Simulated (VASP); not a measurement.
# ZnW2Se4 (P3m1) in VASP: notebook, part 2 of 2

VASP 6.6.1.

### Step 3. Single point, PBE

This run uses another cell than the first one, of 24.36 Å³/atom.

INCAR

```
SYSTEM = ZnW2Se4
PREC     = Accurate       ! precision mode
ENCUT    = 520            ! plane-wave cutoff, eV
EDIFF    = 1E-7           ! SCF threshold, eV
ISMEAR   = -1             ! smearing method
SIGMA    = 0.05           ! smearing width, eV
LREAL    = .FALSE.        ! projectors in reciprocal space
LASPH    = .TRUE.         ! aspherical terms in the spheres
NELM     = 60             ! most SCF steps
ALGO     = Normal         ! electronic algorithm
ISIF     = 2              ! what is computed and relaxed
LWAVE    = .FALSE.        ! write WAVECAR
LCHARG   = .TRUE.         ! write CHGCAR
GGA      = PE             ! functional
LELF     = .TRUE.         ! ELF
LVHAR    = .TRUE.       
NBANDS   = 41             ! bands
```

KPOINTS

```
Automatic mesh
0
G
  9 9 2
  0 0 0
```

POSCAR

```
ZnW2Se4
1.0
    3.3112294703      0.0000000000      0.0000000000
   -1.6556147351      2.8676088390      0.0000000000
    0.0000000000      0.0000000000     17.9580050763
W Se Zn
2 4 1
Direct
    0.3333333333      0.6666666667      0.2404290000
    0.0000000000      0.0000000000      0.7742570000
    0.0000000000      0.0000000000      0.3346640000
    0.3333333333      0.6666666667      0.6800160000
    0.3333333333      0.6666666667      0.8682090000
    0.0000000000      0.0000000000      0.1462720000
    0.0000000000      0.0000000000      0.5131540000
```

Potentials or basis: VASP PAW PBE potentials, release 64 (W_sv, Se, Zn).

Run with:

```console
$ cat potpaw_PBE.64/W_sv/POTCAR potpaw_PBE.64/Se/POTCAR potpaw_PBE.64/Zn/POTCAR > POTCAR
$ mpirun -np 1 vasp_std > vasp.out
```

OUTCAR:

```text
SYSTEM = ZnW2Se4
   PREC = Accurate
   ENCUT = 520
   EDIFF = 1E-7
   ISMEAR = -1
   LREAL = .FALSE.
   LASPH = .TRUE.
   NELM = 60
   ISIF = 2
   GGA = PE

 ion  position               nearest neighbor table
   1  0.333  0.667  0.240-   6 2.55   6 2.55   6 2.55   3 2.55   3 2.55   3 2.55
   2  0.000  0.000  0.774-   5 2.55   5 2.55   5 2.55   4 2.55   4 2.55   4 2.55
   3  0.000  0.000  0.335-   1 2.55   1 2.55   1 2.55
   4  0.333  0.667  0.680-   2 2.55   2 2.55   2 2.55
   5  0.333  0.667  0.868-   2 2.55   2 2.55   2 2.55
   6  0.000  0.000  0.146-   1 2.55   1 2.55   1 2.55
   7  0.000  0.000  0.513-

  LATTYP: Found a hexagonal cell.
 ALAT       =     3.3112294703
 C/A-ratio  =     5.4233647161

  Lattice vectors:

 A1 = (   3.3112294703,   0.0000000000,   0.0000000000)
 A2 = (  -1.6556147351,   2.8676088390,   0.0000000000)
 A3 = (   0.0000000000,   0.0000000000,  17.9580050763)

Analysis of symmetry for initial positions (statically):
=====================================================================
 Subroutine PRICEL returns:
 Original cell was already a primitive cell.

 Routine SETGRP: Setting up the symmetry group for a
 hexagonal supercell.

 Subroutine GETGRP returns: Found  6 space group operations
 (whereof  6 operations were pure point group operations)
 out of a pool of 24 trial point group operations.

The static configuration has the point symmetry C_3v.

Analysis of symmetry for dynamics (positions and initial velocities):
=====================================================================
 Subroutine PRICEL returns:
 Original cell was already a primitive cell.

 Routine SETGRP: Setting up the symmetry group for a
 hexagonal supercell.

 Subroutine GETGRP returns: Found  6 space group operations
 (whereof  6 operations were pure point group operations)
 out of a pool of 24 trial point group operations.

The dynamic configuration has the point symmetry C_3v.

 Subroutine INISYM returns: Found  6 space group operations
 (whereof  6 operations are pure point group operations),
 and found     1 'primitive' translations

----------------------------------------------------------------------------------------

                                     Primitive cell

  volume of cell :     170.5168

  direct lattice vectors                    reciprocal lattice vectors
     3.311229470  0.000000000  0.000000000     0.302002627  0.174361298  0.000000000
    -1.655614735  2.867608839  0.000000000     0.000000000  0.348722596  0.000000000
     0.000000000  0.000000000 17.958005076     0.000000000  0.000000000  0.055685473

  length of vectors
     3.311229470  3.311229470 17.958005076     0.348722596  0.348722596  0.055685473

  position of ions in fractional coordinates (direct lattice)
     0.333333333  0.666666667  0.240429000
     0.000000000  0.000000000  0.774257000
     0.000000000  0.000000000  0.334664000
     0.333333333  0.666666667  0.680016000
     0.333333333  0.666666667  0.868209000
     0.000000000  0.000000000  0.146272000
     0.000000000  0.000000000  0.513154000

  ion indices of the primitive-cell ions
   primitive index   ion index
[... 33 lines left out ...]

 Following reciprocal coordinates:
            Coordinates               Weight
  0.000000  0.000000  0.000000      1.000000
  0.111111  0.000000  0.000000      6.000000
  0.222222  0.000000  0.000000      6.000000
  0.333333 -0.000000  0.000000      6.000000
  0.444444  0.000000  0.000000      6.000000
  0.111111  0.111111  0.000000      6.000000
[... 16 lines left out ...]
  0.333333  0.222222  0.500000     12.000000
  0.333333  0.333333  0.500000      2.000000
   k-points           NKPTS =     24   k-points in BZ     NKDIM =     24   number of bands    NBANDS=     41
   number of dos      NEDOS =    301   number of ions     NIONS =      7
   total plane-waves  NPLWV = 109760
   dimension x,y,z NGX =    28 NGY =   28 NGZ =  140
   dimension x,y,z NGXF=    56 NGYF=   56 NGZF=  280
   ions per type =               2   4   1
   NGX,Y,Z   is equivalent  to a cutoff of  14.06, 14.06, 12.96 a.u.
   NGXF,Y,Z  is equivalent  to a cutoff of  28.12, 28.12, 25.92 a.u.
 SYSTEM =  ZnW2Se4
   PREC   = accura    normal or accurate (medium, high low for compatibility)
   ISTART =      0    job   : 0-new  1-cont  2-samecut
   ICHARG =      2    charge: 1-file 2-atom 10-const
   ISPIN  =      1    spin polarized calculation?
   LNONCOLLINEAR =      F non collinear calculations
   LSORBIT =      F    spin-orbit coupling
   LASPH  =      T    aspherical Exc in radial PAW
   ENCUT  =  520.0 eV  38.22 Ry    6.18 a.u.   6.16  6.16 33.39*2*pi/ulx,y,z
   NELM   =     60;   NELMIN=  2; NELMDL= -5     # of ELM steps
   EDIFF  = 0.1E-06   stopping-criterion for ELM
   LREAL  =      F    real-space projection
   EDIFFG = 0.1E-05   stopping-criterion for IOM
   NSW    =      0    number of steps for IOM
   IBRION =     -1    ionic relax: 0-MD 1-quasi-New 2-CG
   NFREE  =      0    steps in history (QN), initial steepest desc. (CG)
   ISIF   =      2    stress and relaxation
   ISYM   =      2    0-nonsym 1-usesym 2-fastsym
   POTIM  = 0.5000    time-step for ionic-motion
   TEBEG  =    0.0;   TEEND  =   0.0 temperature during run
   PSTRESS=    0.0 pullay stress
   NELECT =      64.0000    total number of electrons
   NUPDOWN=      -1.0000    fix difference up-down
   EMIN   =  10.00;   EMAX   =-10.00  energy-range for DOS
   EFERMI =   0.00;   METHOD = LEGACY
   ISMEAR =    -1;   SIGMA  =   0.05  broadening in eV -4-tet -1-fermi 0-gaus
   EFERMI_NEDOS =   21; number of points for ismear=-14 and -15
   IALGO  =     38    algorithm
   IMIX   =      4    mixing-type and parameters
     AMIX     =   0.40;   BMIX     =  1.00
     AMIX_MAG =   1.60;   BMIX_MAG =  1.00
  volume/ion in A,a.u.               =      24.36       164.39
  Fermi-wavevector in a.u.,A,eV,Ry     =   1.180898  2.231574 18.973598  1.394520
  Thomas-Fermi vector in A             =   2.317182
   LORBIT       =      0    0 simple, 1 ext, 2 COOP (PROOUT), +10 PAW based schemes
   GGA     = PE    functional components
   LHFCALC =     F    Hartree Fock is set to
   AEXX    =    0.0000 exact exchange contribution
   IVDW    =     0    specifies the selected vdW correction
   LEPSILON=     F    determine dielectric tensor
   LRPA    =     F    only Hartree local field effects (RPA)
 non-spin polarized calculation
  energy-cutoff  :      520.00
  volume of cell :      170.52
 maximum number of plane-waves:      4626
 NGX is ok and might be reduce to    28
   NGX = 13   NGY = 13   NGZ = 67

 number of electron      64.0000002 magnetization

 Free energy of the ion-electron system (eV)
  ---------------------------------------------------
  ext. energy  EPLUGINS =         0.00000000
  ---------------------------------------------------
  free energy    TOTEN  =       -43.60111517 eV

  energy without entropy =      -43.59867729  energy(sigma->0) =      -43.59989623

 E-fermi :   4.7400     XC(G=0):  -9.4623

 val. band max:        4.6395805066   @ k =   0.3333   0.3333   0.5000
 cond. band min:       4.9247909908   @ k =   0.2222   0.1111   0.5000
 fundamental gap:      0.2852104842
 Fermi energy:         4.7400390917

 k-point     1 :       0.0000    0.0000    0.0000
  band No.  band energies     occupation
      1     -70.7042      2.00000
      2     -70.5675      2.00000
      3     -34.9326      2.00000
      4     -34.8129      2.00000
      5     -34.8129      2.00000
      6     -34.7918      2.00000
[... 1045 lines left out ...]
     40       7.1739      0.00000
     41       8.0681      0.00000

------------------------ aborting loop because EDIFF is reached ----------------------------------------

  FORCE on cell =-STRESS in cart. coord.  units (eV):
  Direction    XX          YY          ZZ          XY          YZ          ZX
  --------------------------------------------------------------------------------------
  -------------------------------------------------------------------------------------
  Total       -0.2978523     -0.2978523     -0.1261136     -0.0000000     -0.0000000      0.0000000
  in kB       -2.7986223     -2.7986223     -1.1849644     -0.0000000     -0.0000000      0.0000000
  external PRESSURE =      -2.2607363 kB  Pullay stress =       0.0000000 kB

 VOLUME and BASIS-vectors are now :
 -----------------------------------------------------------------------------
  energy-cutoff  :      520.00
  volume of cell :      170.52
      direct lattice vectors                 reciprocal lattice vectors
     3.311229470  0.000000000  0.000000000     0.302002627  0.174361298  0.000000000
    -1.655614735  2.867608839  0.000000000     0.000000000  0.348722596  0.000000000
     0.000000000  0.000000000 17.958005076     0.000000000  0.000000000  0.055685473

 POSITION                                       TOTAL-FORCE (eV/Angst)
 -----------------------------------------------------------------------------------
     -0.00000      1.91174      4.31763         0.000000      0.000000     -0.035069
      0.00000      0.00000     13.90411        -0.000000     -0.000000      0.050368
      0.00000      0.00000      6.00990        -0.000000     -0.000000     -0.147020
     -0.00000      1.91174     12.21173        -0.000000      0.000000      0.048726
     -0.00000      1.91174     15.59130        -0.000000     -0.000000     -0.056979
      0.00000      0.00000      2.62675        -0.000000     -0.000000      0.107549
      0.00000      0.00000      9.21522         0.000000     -0.000000      0.032424
 -----------------------------------------------------------------------------------
    total drift:                                0.000000     -0.000000     -0.000893

  FREE ENERGIE OF THE ION-ELECTRON SYSTEM (eV)
  ---------------------------------------------------
  free  energy   TOTEN  =       -43.6011151660 eV

  energy  without entropy=      -43.5986772879  energy(sigma->0) =      -43.59989623
```

It took 3.6 min on 1 thread of Intel Xeon Platinum 8488C (Sapphire Rapids), shared host; peak memory 0.43 GiB.

Results:

- Free energy: -43.6011 eV
- Pressure: -0.2 GPa
- Largest force: 0.147 eV/Å
- Band gap on the k mesh: 0.29 eV (least direct gap 0.33 eV)

Forces on the atoms (eV/Å):
```
W    0.000  0.000 -0.035
W    0.000  0.000  0.050
Se   0.000  0.000 -0.147
Se   0.000  0.000  0.049
Se   0.000  0.000 -0.057
Se   0.000  0.000  0.108
Zn   0.000  0.000  0.032
```

Stress tensor (GPa, compression positive):
```
-0.28  0.00  0.00
 0.00 -0.28  0.00
 0.00  0.00 -0.12
```

Caveat: spin-orbit coupling is left out, which moves the levels of the heavy elements. A k mesh can miss the band edges.

### Step 4. Single point, PBE

This run uses another cell than the first one, of 24.85 Å³/atom.

INCAR

```
SYSTEM = ZnW2Se4
ALGO = Normal
EDIFF = 1E-6
ENCUT = 520
GGA = PE
ISIF = 2
ISMEAR = -1
LASPH = .TRUE.
LCHARG = .FALSE.
LREAL = .FALSE.
LWAVE = .FALSE.
NBANDS = 41
NELM = 80
PREC = Accurate
SIGMA = 0.05
```

KPOINTS

```
k-points
0
G
  9 9 2
  0 0 0
```

POSCAR, as its differences from that of step 3:

```diff
@@ -2,5 +2,5 @@
 1.0
-    3.3112294703      0.0000000000      0.0000000000
-   -1.6556147351      2.8676088390      0.0000000000
-    0.0000000000      0.0000000000     17.9580050763
+    3.3331587814      0.0000000000      0.0000000000
+   -1.6665793906      2.8866001795      0.0000000000
+    0.0000000000      0.0000000000     18.0769357282
 W Se Zn
```

Run with:

```console
$ cat potpaw_PBE.64/W_sv/POTCAR potpaw_PBE.64/Se/POTCAR potpaw_PBE.64/Zn/POTCAR > POTCAR
$ mpirun -np 1 vasp_std > vasp.out
```

Run time: 3.3 min. Hardware: 1 thread of Intel Xeon Platinum 8488C (Sapphire Rapids), shared host; peak memory 0.41 GiB.

The run converged. Its results:

```yaml
Free_energy: -43.5770 eV
Pressure: -2.0 GPa
Largest_force: 0.447 eV/Å
Band_gap_on_the_k_mesh: 0.32 eV (least direct gap 0.35 eV)
```

Forces in eV/Å, atoms in the order of the input:
```
W    0.000  0.000 -0.039
W    0.000  0.000  0.050
Se   0.000  0.000 -0.447
Se   0.000  0.000  0.351
Se   0.000  0.000 -0.373
Se   0.000  0.000  0.422
Zn   0.000  0.000  0.035
```

Stress tensor (GPa, compression positive):
```
-1.99  0.00  0.00
 0.00 -1.99  0.00
 0.00  0.00 -2.15
```

Levels at points of the mesh, in eV from the valence-band top:
```tsv
k point	band 29	band 30	band 31	band 32	band 33	band 34	band 35	band 36
(0.00, 0.00, 0.00)	-2.26	-2.26	-1.58	-1.27	1.60	1.60	1.73	1.73
(0.00, 0.00, 0.50)	-2.26	-2.26	-1.72	-1.22	1.60	1.60	1.73	1.73
```

Caveat: spin-orbit coupling is left out, which moves the levels of the heavy elements.

### Step 5. Summary

```tsv
cell	gap on the mesh (eV)	pressure (GPa)	largest force (eV/Å)
a = 3.289, b = 3.289, c = 17.837 Å, angles 90.0, 90.0, 120.0°, 7 atoms	0.25	1.8	0.29
a = 3.311, b = 3.311, c = 17.958 Å, angles 90.0, 90.0, 120.0°, 7 atoms	0.29	-0.2	0.15
a = 3.333, b = 3.333, c = 18.077 Å, angles 90.0, 90.0, 120.0°, 7 atoms	0.32	-2.0	0.45
```

Alike in all rows: task single point; level PBE; potentials or basis VASP PAW PBE potentials, release 64 (W_sv, Se, Zn); no spin polarisation; k mesh 9 × 9 × 2; cutoff (eV) 520; smearing fermi-dirac 0.05 eV.

Caveats: spin-orbit coupling is left out, which moves the levels of the heavy elements.

Total energies depend on the potentials used, so only differences within one code and one set of settings carry meaning.
